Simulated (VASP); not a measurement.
# PtSe2 (P-3m1) in VASP: single point with PBEsol

Aim: the single point of PtSe2 with PBEsol.

All numbers are computed with VASP 6.6.1; they aren't measurements. Logs are shortened: lines on timing, memory, paths and dates and some standing lists are left out, and cuts for length are marked.

## Step 1: The cell of the first run

The structure is trigonal, space group P-3m1 (No. 164). Conventional cell: a = 3.724 Å, b = 3.724 Å, c = 5.062 Å, α = 90.00°, β = 90.00°, γ = 120.00°. Within 3.3 Å of Pt (site symmetry -3m) lie 6 Se at 2.49 Å. Se (site symmetry 3m) has 3 Pt at 2.49 Å within 3.3 Å.

## Step 2: Single point, PBEsol

The input, INCAR:

```
  ALGO = Normal
  EDIFF = 1E-7
  ENCUT = 520
  GGA = PS
  ISIF = 2
  ISMEAR = 0
  LASPH = True
  LCHARG = True
  LELF = True
  LREAL = False
  LVHAR = True
  LWAVE = False
  NBANDS = 18
  NELM = 80
  PREC = Accurate
  SIGMA = 0.15
```

The input, KPOINTS:

```
k-points
0
Gamma
  12 12 10
```

The input, POSCAR:

```
PtSe2
1.0
    3.7240006046      0.0000000000      0.0000000000
   -1.8620003023      3.2250791273      0.0000000000
    0.0000000000      0.0000000000      5.0620000000
Pt Se
1 2
Direct
    0.0000000000      0.0000000000      0.0000000000
    0.3333333333      0.6666666667      0.2500000000
    0.6666666667      0.3333333333      0.7500000000
```

Potentials or basis: VASP PAW PBE potentials, release 64 (Pt, Se).

Run with:

```sh
$ cat potpaw_PBE.64/Pt/POTCAR potpaw_PBE.64/Se/POTCAR > POTCAR
$ mpirun -np 1 vasp_std > vasp.out
```

OUTCAR:

```text
EDIFF = 1E-7
   ENCUT = 520
   GGA = PS
   ISIF = 2
   ISMEAR = 0
   LASPH = True
   LREAL = False
   NELM = 80
   PREC = Accurate

 ion  position               nearest neighbor table
   1  0.000  0.000  0.000-   2 2.49   3 2.49   3 2.49   2 2.49   3 2.49   2 2.49
   2  0.333  0.667  0.250-   1 2.49   1 2.49   1 2.49
   3  0.667  0.333  0.750-   1 2.49   1 2.49   1 2.49

  LATTYP: Found a hexagonal cell.
 ALAT       =     3.7240006046
 C/A-ratio  =     1.3592908642

  Lattice vectors:

 A1 = (   3.7240006046,   0.0000000000,   0.0000000000)
 A2 = (  -1.8620003023,   3.2250791273,   0.0000000000)
 A3 = (   0.0000000000,   0.0000000000,   5.0620000000)

Analysis of symmetry for initial positions (statically):
=====================================================================
 Subroutine PRICEL returns:
 Original cell was already a primitive cell.

 Routine SETGRP: Setting up the symmetry group for a
 hexagonal supercell.

 Subroutine GETGRP returns: Found 12 space group operations
 (whereof 12 operations were pure point group operations)
 out of a pool of 24 trial point group operations.

The static configuration has the point symmetry D_3d.

Analysis of symmetry for dynamics (positions and initial velocities):
=====================================================================
 Subroutine PRICEL returns:
 Original cell was already a primitive cell.

 Routine SETGRP: Setting up the symmetry group for a
 hexagonal supercell.

 Subroutine GETGRP returns: Found 12 space group operations
 (whereof 12 operations were pure point group operations)
 out of a pool of 24 trial point group operations.

The dynamic configuration has the point symmetry D_3d.

 Subroutine INISYM returns: Found 12 space group operations
 (whereof 12 operations are pure point group operations),
 and found     1 'primitive' translations

----------------------------------------------------------------------------------------

                                     Primitive cell

  volume of cell :      60.7956

  direct lattice vectors                    reciprocal lattice vectors
     3.724000605  0.000000000  0.000000000     0.268528420  0.155034956  0.000000000
    -1.862000302  3.225079127  0.000000000     0.000000000  0.310069912  0.000000000
     0.000000000  0.000000000  5.062000000     0.000000000  0.000000000  0.197550375

  length of vectors
     3.724000605  3.724000605  5.062000000     0.310069912  0.310069912  0.197550375

  position of ions in fractional coordinates (direct lattice)
     0.000000000  0.000000000  0.000000000
     0.333333333  0.666666667  0.250000000
     0.666666667  0.333333333  0.750000000

  ion indices of the primitive-cell ions
   primitive index   ion index
                 1           1
                 2           2
                 3           3

----------------------------------------------------------------------------------------

 KPOINTS: k-points

Automatic generation of k-mesh.
 Grid dimensions read from file:
 generate k-points for:   12   12   10

 Generating k-lattice:

  Cartesian coordinates                     Fractional coordinates (reciprocal lattice)
     0.022377368  0.012919580  0.000000000     0.083333333  0.000000000  0.000000000
     0.000000000  0.025839159  0.000000000     0.000000000  0.083333333  0.000000000
     0.000000000  0.000000000  0.019755038     0.000000000  0.000000000  0.100000000

  Length of vectors
     0.025839159  0.025839159  0.019755038

  Shift w.r.t. Gamma in fractional coordinates (k-lattice)
     0.000000000  0.000000000  0.000000000

 Subroutine IBZKPT returns following result:
 ===========================================

 Found    162 irreducible k-points:

 Following reciprocal coordinates:
            Coordinates               Weight
  0.000000  0.000000  0.000000      1.000000
  0.083333  0.000000  0.000000      6.000000
  0.166667 -0.000000  0.000000      6.000000
  0.250000  0.000000  0.000000      6.000000
  0.333333 -0.000000  0.000000      6.000000
  0.416667  0.000000  0.000000      6.000000
[... 16 lines left out ...]
  0.166667 -0.000000  0.100000      6.000000
  0.000000  0.166667  0.100000      6.000000
 [... further k-points ...]
   k-points           NKPTS =    162   k-points in BZ     NKDIM =    162   number of bands    NBANDS=     18
   number of dos      NEDOS =    301   number of ions     NIONS =      3
   total plane-waves  NPLWV =  31360
   dimension x,y,z NGX =    28 NGY =   28 NGZ =   40
   dimension x,y,z NGXF=    56 NGYF=   56 NGZF=   80
   ions per type =               1   2
   NGX,Y,Z   is equivalent  to a cutoff of  12.50, 12.50, 13.14 a.u.
   NGXF,Y,Z  is equivalent  to a cutoff of  25.00, 25.00, 26.27 a.u.
 SYSTEM =  unknown system
   PREC   = accura    normal or accurate (medium, high low for compatibility)
   ISTART =      0    job   : 0-new  1-cont  2-samecut
   ICHARG =      2    charge: 1-file 2-atom 10-const
   ISPIN  =      1    spin polarized calculation?
   LNONCOLLINEAR =      F non collinear calculations
   LSORBIT =      F    spin-orbit coupling
   LASPH  =      T    aspherical Exc in radial PAW
   ENCUT  =  520.0 eV  38.22 Ry    6.18 a.u.   6.92  6.92  9.41*2*pi/ulx,y,z
   NELM   =     80;   NELMIN=  2; NELMDL= -5     # of ELM steps
   EDIFF  = 0.1E-06   stopping-criterion for ELM
   LREAL  =      F    real-space projection
   EDIFFG = 0.1E-05   stopping-criterion for IOM
   NSW    =      0    number of steps for IOM
   IBRION =     -1    ionic relax: 0-MD 1-quasi-New 2-CG
   NFREE  =      0    steps in history (QN), initial steepest desc. (CG)
   ISIF   =      2    stress and relaxation
   ISYM   =      2    0-nonsym 1-usesym 2-fastsym
   POTIM  = 0.5000    time-step for ionic-motion
   TEBEG  =    0.0;   TEEND  =   0.0 temperature during run
   PSTRESS=    0.0 pullay stress
   NELECT =      22.0000    total number of electrons
   NUPDOWN=      -1.0000    fix difference up-down
   EMIN   =  10.00;   EMAX   =-10.00  energy-range for DOS
   EFERMI =   0.00;   METHOD = LEGACY
   ISMEAR =     0;   SIGMA  =   0.15  broadening in eV -4-tet -1-fermi 0-gaus
   EFERMI_NEDOS =   21; number of points for ismear=-14 and -15
   IALGO  =     38    algorithm
   IMIX   =      4    mixing-type and parameters
     AMIX     =   0.40;   BMIX     =  1.00
     AMIX_MAG =   1.60;   BMIX_MAG =  1.00
  volume/ion in A,a.u.               =      20.27       136.76
  Fermi-wavevector in a.u.,A,eV,Ry     =   1.166608  2.204570 18.517180  1.360974
  Thomas-Fermi vector in A             =   2.303119
   LORBIT       =      0    0 simple, 1 ext, 2 COOP (PROOUT), +10 PAW based schemes
   GGA     = PS    functional components
   LHFCALC =     F    Hartree Fock is set to
   AEXX    =    0.0000 exact exchange contribution
   IVDW    =     0    specifies the selected vdW correction
   LEPSILON=     F    determine dielectric tensor
   LRPA    =     F    only Hartree local field effects (RPA)
 non-spin polarized calculation
 Gauss-broadening in eV      SIGMA  =   0.15
  energy-cutoff  :      520.00
  volume of cell :       60.80
 maximum number of plane-waves:      1654
   NGX = 13   NGY = 13   NGZ = 19

 number of electron      21.9999999 magnetization

 Free energy of the ion-electron system (eV)
  ---------------------------------------------------
  ext. energy  EPLUGINS =         0.00000000
  ---------------------------------------------------
  free energy    TOTEN  =       -15.88950552 eV

  energy without entropy =      -15.88209401  energy(sigma->0) =      -15.88579977

 E-fermi :   6.3900     XC(G=0): -10.8049

 val. band max:        6.3873036164   @ k =   0.3333   0.3333   0.0000
 cond. band min:       6.3916786197   @ k =   0.0833   0.0000   0.1000
 fundamental gap:      0.0043750033
 Fermi energy:         6.3899851654

 k-point     1 :       0.0000    0.0000    0.0000
  band No.  band energies     occupation
      1      -9.3397      2.00000
      2      -6.4936      2.00000
      3      -0.8337      2.00000
      4      -0.1107      2.00000
      5      -0.1107      2.00000
      6       2.3695      2.00000
[... 10 lines left out ...]
     17      13.6122      0.00000
     18      18.0878      0.00000

 k-point     2 :       0.0833    0.0000    0.0000
  band No.  band energies     occupation
      1      -9.2608      2.00000
      2      -6.5291      2.00000
      3      -0.7402      2.00000
      4      -0.0598      2.00000
      5      -0.0552      2.00000
      6       2.2641      2.00000
[... 10 lines left out ...]
     17      13.8757      0.00000
     18      16.8762      0.00000

 k-point     3 :       0.1667   -0.0000    0.0000
  band No.  band energies     occupation
      1      -9.0320      2.00000
      2      -6.6279      2.00000
      3      -0.4749      2.00000
      4       0.0813      2.00000
      5       0.1105      2.00000
      6       1.8674      2.00000
[... 10 lines left out ...]
     17      14.5029      0.00000
     18      15.3903      0.00000

 k-point     4 :       0.2500    0.0000    0.0000
  band No.  band energies     occupation
      1      -8.6786      2.00000
      2      -6.7718      2.00000
      3      -0.1241      2.00000
      4       0.2725      2.00000
      5       0.3862      2.00000
      6       1.1515      2.00000
[... 10 lines left out ...]
     17      14.5381      0.00000
     18      14.6941      0.00000

 k-point     5 :       0.3333   -0.0000    0.0000
  band No.  band energies     occupation
      1      -8.2478      2.00000
      2      -6.9458      2.00000
      3      -0.1983      2.00000
      4       0.4434      2.00000
      5       0.6180      2.00000
      6       1.0287      2.00000
[... 10 lines left out ...]
     17      14.2152      0.00000
     18      15.1509      0.00000

 k-point     6 :       0.4167    0.0000    0.0000
  band No.  band energies     occupation
      1      -7.8107      2.00000
      2      -7.1548      2.00000
      3      -0.7529      2.00000
      4       0.5363      2.00000
      5       0.8928      2.00000
      6       1.6684      2.00000
[... 10 lines left out ...]
     17      13.8190      0.00000
     18      16.5059      0.00000

 k-point     7 :       0.5000    0.0000    0.0000
  band No.  band energies     occupation
      1      -7.4779      2.00000
      2      -7.3931      2.00000
      3      -0.9905      2.00000
      4       0.5605      2.00000
      5       1.0475      2.00000
      6       2.1197      2.00000
[... 10 lines left out ...]
     17      13.6774      0.00000
     18      17.6377      0.00000

 k-point     8 :       0.0833    0.0833    0.0000
  band No.  band energies     occupation
      1      -9.1069      2.00000
      2      -6.5961      2.00000
      3      -0.5598      2.00000
      4       0.0389      2.00000
      5       0.0512      2.00000
      6       2.1111      2.00000
[... 10 lines left out ...]
     17      14.4248      0.00000
     18      15.6938      0.00000
[... 229 lines left out ...]
     17      15.0903      0.00000
     18      16.7510      0.00000

 k-point    20 :       0.0000    0.0000    0.1000
  band No.  band energies     occupation
      1      -9.3021      2.00000
      2      -6.5907      2.00000
      3      -0.6915      2.00000
      4      -0.1058      2.00000
      5      -0.1058      2.00000
      6       2.3663      2.00000
[... 10 lines left out ...]
     17      13.5780      0.00000
     18      17.9402      0.00000

 k-point    21 :       0.0833    0.0000    0.1000
  band No.  band energies     occupation
      1      -9.2232      2.00000
      2      -6.6212      2.00000
      3      -0.6245      2.00000
      4      -0.0440      2.00000
      5      -0.0440      2.00000
      6       2.2716      2.00000
[... 10 lines left out ...]
     17      13.6410      0.00000
     18      16.3669      0.00000

 k-point    22 :       0.0000    0.0833    0.1000
  band No.  band energies     occupation
      1      -9.2239      2.00000
      2      -6.6186      2.00000
      3      -0.6416      2.00000
      4      -0.0664      2.00000
      5      -0.0109      2.00000
      6       2.2450      2.00000
[... 10 lines left out ...]
     17      14.0463      0.00000
     18      16.3010      0.00000

 k-point    23 :       0.1667   -0.0000    0.1000
  band No.  band energies     occupation
      1      -8.9933      2.00000
      2      -6.7117      2.00000
      3      -0.3942      2.00000
      4       0.1078      2.00000
      5       0.1277      2.00000
      6       1.9168      2.00000
[... 10 lines left out ...]
     17      14.1108      0.00000
     18      15.1283      0.00000

 k-point    24 :       0.0000    0.1667    0.1000
  band No.  band energies     occupation
      1      -8.9991      2.00000
      2      -6.6927      2.00000
      3      -0.5182      2.00000
      4       0.0609      2.00000
      5       0.2583      2.00000
      6       1.7903      2.00000
[... 10 lines left out ...]
     17      14.8892      0.00000
     18      14.9863      0.00000

 [... further k-points ...]

------------------------ aborting loop because EDIFF is reached ----------------------------------------

  FORCE on cell =-STRESS in cart. coord.  units (eV):
  Direction    XX          YY          ZZ          XY          YZ          ZX
  --------------------------------------------------------------------------------------
  -------------------------------------------------------------------------------------
  Total        1.0387245      1.0387245      0.4470364      0.0000000     -0.0000000      0.0000000
  in kB       27.3740276     27.3740276     11.7809753      0.0000000     -0.0000000      0.0000000
  external PRESSURE =      22.1763435 kB  Pullay stress =       0.0000000 kB

 VOLUME and BASIS-vectors are now :
 -----------------------------------------------------------------------------
  energy-cutoff  :      520.00
  volume of cell :       60.80
      direct lattice vectors                 reciprocal lattice vectors
     3.724000605  0.000000000  0.000000000     0.268528420  0.155034956  0.000000000
    -1.862000302  3.225079127  0.000000000     0.000000000  0.310069912  0.000000000
     0.000000000  0.000000000  5.062000000     0.000000000  0.000000000  0.197550375

 POSITION                                       TOTAL-FORCE (eV/Angst)
 -----------------------------------------------------------------------------------
      0.00000      0.00000      0.00000         0.000000      0.000000      0.000000
     -0.00000      2.15005      1.26550        -0.000000      0.000000      0.325404
      1.86200      1.07503      3.79650         0.000000     -0.000000     -0.325404
 -----------------------------------------------------------------------------------
    total drift:                               -0.000000     -0.000000     -0.000000

  FREE ENERGIE OF THE ION-ELECTRON SYSTEM (eV)
  ---------------------------------------------------
  free  energy   TOTEN  =       -15.8895055242 eV

  energy  without entropy=      -15.8820940150  energy(sigma->0) =      -15.88579977
```

Run time: 2.1 min. Hardware: 1 thread of Intel Xeon Platinum 8259CL at 2.50GHz (Skylake/Cascade Lake), shared host; peak memory 0.31 GiB.

What came out:

| Quantity | Value |
| --- | --- |
| Free energy | -15.8895 eV |
| Pressure | 2.2 GPa |
| Largest force | 0.325 eV/Å |
| Band gap on the k mesh | zero (band 11 reaches 6.81 eV, above the bottom of band 12 at 6.39 eV) |

Forces in eV/Å, atoms in the order of the input:
```
Pt   0.000  0.000  0.000
Se   0.000  0.000  0.325
Se   0.000  0.000 -0.325
```

Levels at points of the mesh, in eV from the Fermi level:
| k point | band 7 | band 8 | band 9 | band 10 | band 11 | band 12 | band 13 | band 14 | band 15 | band 16 |
| --- | --- | --- | --- | --- | --- | --- | --- | --- | --- | --- |
| (0.00, 0.00, 0.00) | -4.02 | -2.57 | -1.06 | -1.06 | 0.42 | 1.47 | 1.47 | 3.50 | 4.10 | 7.22 |
| (0.50, 0.00, 0.00) | -3.74 | -3.56 | -3.50 | -3.42 | -2.98 | 0.65 | 2.37 | 4.74 | 5.74 | 6.99 |
| (0.00, 0.00, 0.50) | -4.05 | -2.98 | -1.71 | -1.49 | -1.49 | 2.32 | 2.32 | 4.71 | 6.27 | 6.70 |
| (0.50, 0.00, 0.50) | -3.54 | -3.51 | -3.23 | -2.86 | -1.37 | 0.99 | 1.51 | 4.52 | 4.66 | 7.09 |

Caveat: the PAW data sets were made with another functional, which shifts forces and pressure a little; spin-orbit coupling is left out, which moves the levels of the heavy elements.
